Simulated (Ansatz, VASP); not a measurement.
One calculation of ScIn3N2, two programs

```xyz
6
Lattice="3.1213 0.0000 0.0000 0.0000 3.1213 0.0000 0.0000 0.0000 11.5485" Properties=species:S:1:pos:R:3 pbc="T T T"
Sc    1.5606    1.5606    1.0800
In    0.0000    0.0000    6.5025
In    0.0000    0.0000    3.5497
In    1.5606    1.5606    9.3961
N     0.0000    0.0000    1.1933
N     1.5606    1.5606    7.1495
```

Change from the starting cell: species swapped into the MnAl2Cr3 type (P4mm, No. 99).

Alike in both runs: task single point; functional PBE; k mesh 6 × 6 × 2; occupations gaussian, width 0.1 eV; collinear spin.

|  | VASP | Ansatz |
| --- | --- | --- |
| version | VASP 6.6.1 | Ansatz 0.2.0 |
| potentials or method | VASP PAW PBE potentials, release 64 (Sc_sv, In_d, N), cutoff 520 eV | scalar-relativistic, plane waves, PAW |
| valence electrons in the cell | 60 | 60 |

```csv
,VASP,Ansatz,Ansatz less VASP
gap on the k mesh at the Fermi level (eV),none,none,-
pressure (GPa),0.1,-0.1,-0.19
"traceless stress, the component that is largest in VASP (GPa)",-0.33,-0.16,+0.162
rms of the force components (eV/Å),0.012,0.012,+0.0006
net moment per atom (μB),0.00,0.00,0.000
```

Atom by atom the forces differ by 0.006 eV/Å (rms over components). A gap of «none» marks a metal or a gap that the smearing closes. Ansatz's warnings: seeded moment not kept.
